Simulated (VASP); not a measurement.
# BN (P1) in VASP: a series of runs

Runs on BN. Level: r2SCAN. Tasks: single point.

Everything below comes from runs of VASP 6.6.1. Logs are shortened: lines on timing, memory, paths and dates and some standing lists are left out, and cuts for length are marked.

## Step 1: The cell of the first run

The typed cell holds 4 atoms: a = 2.554 Å, b = 2.554 Å, c = 4.227 Å, α = 90.00°, β = 90.00°, γ = 120.00°.

## Step 2: Single point, r2SCAN (atom 3 (N) moved by (+0.200, -0.100) A along [1 1 0] and z)

POSCAR reads:

```
BN
1.0
    2.5539396017      0.0000000000      0.0000000000
   -1.2769698009      2.2117765748      0.0000000000
    0.0000000000      0.0000000000      4.2268550000
B N
2 2
Direct
    0.6666666667      0.3333333333      0.9997240000
    0.3333333333      0.6666666667      0.4997240000
    0.7540105546      0.3972734970      0.6016177482
    0.3333333333      0.6666666667      0.1252760000
```

INCAR.step1 reads:

```
  PREC = Accurate
  ENCUT = 520
  ISMEAR = 0
  SIGMA = 0.05
  LREAL = False
  LASPH = True
  NELM = 60
  NBANDS = 16
  GGA = PE
  ALGO = Normal
  EDIFF = 1E-4
  LWAVE = True
  LCHARG = False
```

INCAR.step2 reads:

```
  PREC = Accurate
  ENCUT = 520
  EDIFF = 1E-6
  ISMEAR = 0
  SIGMA = 0.05
  LREAL = False
  LASPH = True
  NELM = 60
  ALGO = Normal
  ISIF = 2
  LWAVE = False
  LCHARG = False
  METAGGA = R2SCAN
  LMIXTAU = True
  NBANDS = 16
  ISTART = 1
```

KPOINTS reads:

```
Automatic mesh
0
Gamma
  12 12 6
```

Potentials or basis: VASP PAW PBE potentials, release 64 (B, N).

The run is started by

```bash
$ cat potpaw_PBE.64/B/POTCAR potpaw_PBE.64/N/POTCAR > POTCAR
$ cp INCAR.step1 INCAR
$ mpirun -np 1 vasp_std > vasp.out
$ cp INCAR.step2 INCAR
$ mpirun -np 1 vasp_std > vasp.out
```

OUTCAR:

```text
PREC = Accurate
   ENCUT = 520
   EDIFF = 1E-6
   ISMEAR = 0
   LREAL = False
   LASPH = True
   NELM = 60
   ISIF = 2
   METAGGA = R2SCAN
   ISTART = 1

 ion  position               nearest neighbor table
   1  0.667  0.333  1.000-   4 1.57   4 1.57   4 1.57   3 1.69
   2  0.333  0.667  0.500-   3 1.35   4 1.58   3 1.60   3 1.68
   3  0.754  0.397  0.602-   2 1.35   2 1.60   2 1.68   1 1.69
   4  0.333  0.667  0.125-   1 1.57   1 1.57   1 1.57   2 1.58

  LATTYP: Found a hexagonal cell.
 ALAT       =     2.5539396017
 C/A-ratio  =     1.6550332659

  Lattice vectors:

 A1 = (   2.5539396017,   0.0000000000,   0.0000000000)
 A2 = (  -1.2769698009,   2.2117765748,   0.0000000000)
 A3 = (   0.0000000000,   0.0000000000,   4.2268550000)

Analysis of symmetry for initial positions (statically):
=====================================================================
 Subroutine PRICEL returns:
 Original cell was already a primitive cell.

 Routine SETGRP: Setting up the symmetry group for a
 hexagonal supercell.

 Subroutine GETGRP returns: Found  1 space group operations
 (whereof  1 operations were pure point group operations)
 out of a pool of 24 trial point group operations.

The static configuration has the point symmetry C_1 .

Analysis of symmetry for dynamics (positions and initial velocities):
=====================================================================
 Subroutine PRICEL returns:
 Original cell was already a primitive cell.

 Routine SETGRP: Setting up the symmetry group for a
 hexagonal supercell.

 Subroutine GETGRP returns: Found  1 space group operations
 (whereof  1 operations were pure point group operations)
 out of a pool of 24 trial point group operations.

The dynamic configuration has the point symmetry C_1 .

 Subroutine INISYM returns: Found  1 space group operations
 (whereof  1 operations are pure point group operations),
 and found     1 'primitive' translations

----------------------------------------------------------------------------------------

                                     Primitive cell

  volume of cell :      23.8764

  direct lattice vectors                    reciprocal lattice vectors
     2.553939602  0.000000000  0.000000000     0.391551938  0.226062617  0.000000000
    -1.276969801  2.211776575  0.000000000     0.000000000  0.452125233  0.000000000
     0.000000000  0.000000000  4.226855000     0.000000000  0.000000000  0.236582518

  length of vectors
     2.553939602  2.553939602  4.226855000     0.452125233  0.452125233  0.236582518

  position of ions in fractional coordinates (direct lattice)
     0.666666667  0.333333333  0.999724000
     0.333333333  0.666666667  0.499724000
     0.754010555  0.397273497  0.601617748
     0.333333333  0.666666667  0.125276000

  ion indices of the primitive-cell ions
   primitive index   ion index
                 1           1
                 2           2
                 3           3
                 4           4

----------------------------------------------------------------------------------------

 KPOINTS: Automatic mesh

Automatic generation of k-mesh.
 Grid dimensions read from file:
 generate k-points for:   12   12    6

 Generating k-lattice:

  Cartesian coordinates                     Fractional coordinates (reciprocal lattice)
     0.032629328  0.018838551  0.000000000     0.083333333  0.000000000  0.000000000
     0.000000000  0.037677103  0.000000000     0.000000000  0.083333333  0.000000000
     0.000000000  0.000000000  0.039430420     0.000000000  0.000000000  0.166666667

  Length of vectors
     0.037677103  0.037677103  0.039430420

  Shift w.r.t. Gamma in fractional coordinates (k-lattice)
     0.000000000  0.000000000  0.000000000

 Subroutine IBZKPT returns following result:
 ===========================================

 Found    436 irreducible k-points:

 Following reciprocal coordinates:
            Coordinates               Weight
  0.000000  0.000000  0.000000      1.000000
  0.083333  0.000000  0.000000      2.000000
  0.000000  0.083333  0.000000      2.000000
 -0.083333  0.083333  0.000000      2.000000
  0.166667  0.000000  0.000000      2.000000
  0.000000  0.166667  0.000000      2.000000
[... 16 lines left out ...]
  0.166667  0.083333  0.000000      2.000000
 -0.083333  0.250000  0.000000      2.000000
 [... further k-points ...]
   k-points           NKPTS =    436   k-points in BZ     NKDIM =    436   number of bands    NBANDS=     16
   number of dos      NEDOS =    301   number of ions     NIONS =      4
   total plane-waves  NPLWV =  12800
   dimension x,y,z NGX =    20 NGY =   20 NGZ =   32
   dimension x,y,z NGXF=    40 NGYF=   40 NGZF=   64
   ions per type =               2   2
   NGX,Y,Z   is equivalent  to a cutoff of  13.02, 13.02, 12.59 a.u.
   NGXF,Y,Z  is equivalent  to a cutoff of  26.04, 26.04, 25.17 a.u.
 SYSTEM =  unknown system
   PREC   = accura    normal or accurate (medium, high low for compatibility)
   ISTART =      1    job   : 0-new  1-cont  2-samecut
   ICHARG =      0    charge: 1-file 2-atom 10-const
   ISPIN  =      1    spin polarized calculation?
   LNONCOLLINEAR =      F non collinear calculations
   LSORBIT =      F    spin-orbit coupling
   LASPH  =      T    aspherical Exc in radial PAW
   ENCUT  =  520.0 eV  38.22 Ry    6.18 a.u.   4.75  4.75  7.86*2*pi/ulx,y,z
   NELM   =     60;   NELMIN=  2; NELMDL=  0     # of ELM steps
   EDIFF  = 0.1E-05   stopping-criterion for ELM
   LREAL  =      F    real-space projection
   EDIFFG = 0.1E-04   stopping-criterion for IOM
   NSW    =      0    number of steps for IOM
   IBRION =     -1    ionic relax: 0-MD 1-quasi-New 2-CG
   NFREE  =      0    steps in history (QN), initial steepest desc. (CG)
   ISIF   =      2    stress and relaxation
   ISYM   =      2    0-nonsym 1-usesym 2-fastsym
   POTIM  = 0.5000    time-step for ionic-motion
   TEBEG  =    0.0;   TEEND  =   0.0 temperature during run
   PSTRESS=    0.0 pullay stress
   NELECT =      16.0000    total number of electrons
   NUPDOWN=      -1.0000    fix difference up-down
   EMIN   =  10.00;   EMAX   =-10.00  energy-range for DOS
   EFERMI =   0.00;   METHOD = LEGACY
   ISMEAR =     0;   SIGMA  =   0.05  broadening in eV -4-tet -1-fermi 0-gaus
   EFERMI_NEDOS =   21; number of points for ismear=-14 and -15
   IALGO  =     38    algorithm
   IMIX   =      4    mixing-type and parameters
     AMIX     =   0.40;   BMIX     =  1.00
     AMIX_MAG =   1.60;   BMIX_MAG =  1.00
  volume/ion in A,a.u.               =       5.97        40.28
  Fermi-wavevector in a.u.,A,eV,Ry     =   1.432600  2.707222 27.923836  2.052344
  Thomas-Fermi vector in A             =   2.552210
   LORBIT       =      0    0 simple, 1 ext, 2 COOP (PROOUT), +10 PAW based schemes
   METAGGA = R2SCAN    functional components
   LHFCALC =     F    Hartree Fock is set to
   AEXX    =    0.0000 exact exchange contribution
   IVDW    =     0    specifies the selected vdW correction
   LEPSILON=     F    determine dielectric tensor
   LRPA    =     F    only Hartree local field effects (RPA)
 non-spin polarized calculation
 Gauss-broadening in eV      SIGMA  =   0.05
  energy-cutoff  :      520.00
  volume of cell :       23.88
 maximum number of plane-waves:       660
   NGX =  9   NGY =  9   NGZ = 15

 number of electron      16.0000001 magnetization

 Free energy of the ion-electron system (eV)
  ---------------------------------------------------
  ext. energy  EPLUGINS =         0.00000000
  ---------------------------------------------------
  free energy    TOTEN  =       -37.39665695 eV

  energy without entropy =      -37.39665695  energy(sigma->0) =      -37.39665695

 E-fermi :   7.9707     XC(G=0): -13.5711

 val. band max:        7.7809347699   @ k =   0.0000   0.0000   0.0000
 cond. band min:      13.3376497287   @ k =   0.3333   0.3333   0.0000
 fundamental gap:      5.5567149588
 Fermi energy:         7.9707069147

 k-point     1 :       0.0000    0.0000    0.0000
  band No.  band energies     occupation
      1     -14.1434      2.00000
      2      -9.9419      2.00000
      3      -3.8378      2.00000
      4       3.5844      2.00000
      5       5.7144      2.00000
      6       6.5938      2.00000
[... 8 lines left out ...]
     15      22.5486      0.00000
     16      24.4507      0.00000

 k-point     2 :       0.0833    0.0000    0.0000
  band No.  band energies     occupation
      1     -13.9905      2.00000
      2      -9.8310      2.00000
      3      -3.6786      2.00000
      4       3.0499      2.00000
      5       5.3430      2.00000
      6       6.0254      2.00000
[... 8 lines left out ...]
     15      22.5357      0.00000
     16      24.2452      0.00000

 k-point     3 :       0.0000    0.0833    0.0000
  band No.  band energies     occupation
      1     -13.9901      2.00000
      2      -9.8232      2.00000
      3      -3.6837      2.00000
      4       3.3092      2.00000
      5       4.9946      2.00000
      6       6.3202      2.00000
[... 8 lines left out ...]
     15      22.7806      0.00000
     16      24.2501      0.00000

 k-point     4 :      -0.0833    0.0833    0.0000
  band No.  band energies     occupation
      1     -13.9904      2.00000
      2      -9.8261      2.00000
      3      -3.6821      2.00000
      4       3.2032      2.00000
      5       5.1311      2.00000
      6       6.2537      2.00000
[... 8 lines left out ...]
     15      22.7644      0.00000
     16      24.3122      0.00000
[... 324 lines left out ...]
 k-point    22 :      -0.1667    0.0833    0.0000
  band No.  band energies     occupation
      1     -13.6872      2.00000
      2      -9.6157      2.00000
      3      -3.3650      2.00000
      4       2.2017      2.00000
      5       4.4783      2.00000
      6       5.3180      2.00000
[... 8 lines left out ...]
     15      22.6968      0.00000
     16      24.0966      0.00000

 k-point    23 :       0.1667    0.0833    0.0000
  band No.  band energies     occupation
      1     -13.0909      2.00000
      2      -9.2194      2.00000
      3      -2.7531      2.00000
      4       0.8537      2.00000
      5       3.0730      2.00000
      6       4.1217      2.00000
[... 8 lines left out ...]
     15      22.5962      0.00000
     16      24.4146      0.00000

 k-point    24 :      -0.0833    0.2500    0.0000
  band No.  band energies     occupation
      1     -13.0941      2.00000
      2      -9.1611      2.00000
      3      -2.7939      2.00000
      4       1.6187      2.00000
      5       2.3871      2.00000
      6       4.5644      2.00000
[... 8 lines left out ...]
     15      23.3482      0.00000
     16      24.8692      0.00000

 [... further k-points ...]
[... 5 lines left out ...]
  --------------------------------------------------------------------------------------
  -------------------------------------------------------------------------------------
  Total        2.4513520      0.1276558      0.5570572      1.6794046     -0.4659015     -1.0593917
  in kB      164.4928538      8.5660732     37.3801563    112.6929350    -31.2633439    -71.0882659
  external PRESSURE =      70.1463611 kB  Pullay stress =       0.0000000 kB

 VOLUME and BASIS-vectors are now :
 -----------------------------------------------------------------------------
  energy-cutoff  :      520.00
  volume of cell :       23.88
      direct lattice vectors                 reciprocal lattice vectors
     2.553939602  0.000000000  0.000000000     0.391551938  0.226062617  0.000000000
    -1.276969801  2.211776575  0.000000000     0.000000000  0.452125233  0.000000000
     0.000000000  0.000000000  4.226855000     0.000000000  0.000000000  0.236582518

 POSITION                                       TOTAL-FORCE (eV/Angst)
 -----------------------------------------------------------------------------------
      1.27697      0.73726      4.22569         0.715373      0.666738     -0.381292
     -0.00000      1.47452      2.11226         5.309376      3.513218     -2.641082
      1.41839      0.87868      2.54295        -6.213955     -4.326279      4.551041
     -0.00000      1.47452      0.52952         0.189206      0.146323     -1.528667
 -----------------------------------------------------------------------------------
    total drift:                                0.000180      0.000016      0.000269

  FREE ENERGIE OF THE ION-ELECTRON SYSTEM (eV)
  ---------------------------------------------------
  free  energy   TOTEN  =       -37.3966569525 eV

  energy  without entropy=      -37.3966569524  energy(sigma->0) =      -37.39665695
```

It took 7.5 min on 1 thread of Intel Xeon Platinum 8375C at 2.90GHz (Ice Lake), shared host; peak memory 0.24 GiB.

Results:

| Item | Value |
| --- | --- |
| Free energy | -37.3967 eV |
| Pressure | 7.0 GPa |
| Largest force | 8.834 eV/Å |
| Band gap on the k mesh | 5.56 eV, indirect (least direct gap 7.92 eV) |

Forces in eV/Å, atoms in the order of the input:
```
B    0.715  0.667 -0.381
B    5.309  3.513 -2.641
N   -6.214 -4.326  4.551
N    0.189  0.146 -1.529
```

Stress tensor (GPa, compression positive):
```
16.45 11.27 -7.11
11.27  0.86 -3.13
-7.11 -3.13  3.74
```

Caveat: the cell differs from its parent crystal (atom 3 (N) moved by (+0.200, -0.100) A along [1 1 0] and z); the PAW data sets were made with another functional, which shifts forces and pressure a little.

## Step 3: Single point, r2SCAN (atom 3 (N) moved by (+0.200, +0.100) A along [1 1 0] and z)

Edit POSCAR of step 2 so:

```diff
@@ -10,3 +10,3 @@
     0.3333333333      0.6666666667      0.4997240000
-    0.7540105546      0.3972734970      0.6016177482
+    0.7540105546      0.3972734970      0.6489342518
     0.3333333333      0.6666666667      0.1252760000
```

INCAR.step1 reads:

```
SYSTEM = BN
PREC = Accurate ; ENCUT = 520
ISMEAR = 0 ; SIGMA = 0.05
LREAL = .False. ; LASPH = .True.
NELM = 100 ; NBANDS = 16
GGA = PE ; ALGO = Normal
EDIFF = 1E-4 ; LWAVE = .True.
LCHARG = .False.
```

INCAR.step2 reads:

```
SYSTEM = BN
PREC = Accurate ; ENCUT = 520
EDIFF = 1E-6 ; ISMEAR = 0
SIGMA = 0.05 ; LREAL = .False.
LASPH = .True. ; NELM = 100
ALGO = Normal ; ISIF = 2
LWAVE = .False. ; LCHARG = .False.
METAGGA = R2SCAN ; LMIXTAU = .True.
NBANDS = 16 ; ISTART = 1
```

KPOINTS reads:

```
regular mesh
0
Gamma
  12 12 6
  0 0 0
```

Potentials or basis: VASP PAW PBE potentials, release 64 (B, N).

The run is started by

```bash
$ cat potpaw_PBE.64/B/POTCAR potpaw_PBE.64/N/POTCAR > POTCAR
$ cp INCAR.step1 INCAR
$ mpirun -np 1 vasp_std > vasp.out
$ cp INCAR.step2 INCAR
$ mpirun -np 1 vasp_std > vasp.out
```

Wall time 6.7 min (1 thread of Intel Xeon Platinum 8375C at 2.90GHz (Ice Lake), shared host); peak memory 0.24 GiB.

The run converged. Its results:

```yaml
Free_energy: -37.6167 eV
Pressure: 3.2 GPa
Largest_force: 5.625 eV/Å
Band_gap_on_the_k_mesh: 4.25 eV, indirect (least direct gap 7.84 eV)
```

Forces on the atoms (eV/Å):
```
B    0.722  0.673  1.001
B    3.090  1.987  0.453
N   -3.929 -2.736 -2.952
N    0.118  0.076  1.497
```

Stress tensor (GPa, compression positive):
```
 5.77  4.54 -3.72
 4.54  1.97 -1.11
-3.72 -1.11  1.84
```

Levels at points of the mesh, in eV from the valence-band top:
| k point | band 4 | band 5 | band 6 | band 7 | band 8 | band 9 | band 10 | band 11 | band 12 | band 13 |
| --- | --- | --- | --- | --- | --- | --- | --- | --- | --- | --- |
| (0.00, 0.00, 0.00) | -3.72 | -2.39 | -1.86 | -0.60 | 0.00 | 7.87 | 8.26 | 8.69 | 9.11 | 10.04 |
| (0.50, 0.00, 0.00) | -9.54 | -7.42 | -6.46 | -5.61 | -2.24 | 6.54 | 8.82 | 9.74 | 11.38 | 12.82 |
| (0.00, 0.50, 0.00) | -8.58 | -8.17 | -5.96 | -4.96 | -2.74 | 6.05 | 6.27 | 9.54 | 11.15 | 12.92 |
| (0.50, 0.50, 0.00) | -8.48 | -8.39 | -5.81 | -5.31 | -2.50 | 5.84 | 6.90 | 9.47 | 11.28 | 12.96 |
| (0.00, 0.00, 0.50) | -6.68 | -2.78 | -2.10 | -2.02 | -0.38 | 7.95 | 8.66 | 9.41 | 9.66 | 10.04 |
| (0.50, 0.00, 0.50) | -11.31 | -4.89 | -4.73 | -4.46 | -3.56 | 6.22 | 6.51 | 9.20 | 10.68 | 13.07 |
| (0.00, 0.50, 0.50) | -10.45 | -5.71 | -4.90 | -4.49 | -3.88 | 5.77 | 6.32 | 9.18 | 10.03 | 13.78 |
| (0.50, 0.50, 0.50) | -10.71 | -5.71 | -4.87 | -4.43 | -3.37 | 5.52 | 6.33 | 9.08 | 9.93 | 13.80 |

Caveat: the cell differs from its parent crystal (atom 3 (N) moved by (+0.200, +0.100) A along [1 1 0] and z); the PAW data sets were made with another functional, which shifts forces and pressure a little. A k mesh can miss the band edges.
